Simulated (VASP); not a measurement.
Crystal: PbSe (rock salt type).

```
Pb Se
1.0
     0.00000    3.10500    3.10500
     3.10500    0.00000    3.10500
     3.10500    3.10500    0.00000
Pb Se
1 1
Direct
  0.00000 0.00000 0.00000
  0.50000 0.50000 0.50000
```

Base run:

```yaml
Program: VASP 6.6.1
Functional: r2SCAN
Potentials_or_basis: VASP PAW PBE potentials, release 64 (Pb_d, Se)
Cutoff: 520 eV
k_mesh: 6 × 6 × 6
Occupations: fermi-dirac, width 0.02 eV
Spin: no spin polarisation
```

Its results: band gap on the k mesh 0.72 eV; pressure -0.8 GPa.

Task: The run is repeated on the same cell with these changes: functional from r2SCAN to HSE06; further incar settings from ALGO = Normal; EDIFF = 1e-06; NBANDS = 17 to ALGO = Normal; EDIFF = 1e-07; NBANDS = 17. What comes out?

Result: Band gap on the k mesh 0.86 eV; pressure -1.0 GPa.

Caveats: the PAW data sets were made with another functional, which shifts forces and pressure a little; spin-orbit coupling is left out, which moves the levels of the heavy elements.

A k mesh can miss the band edges.
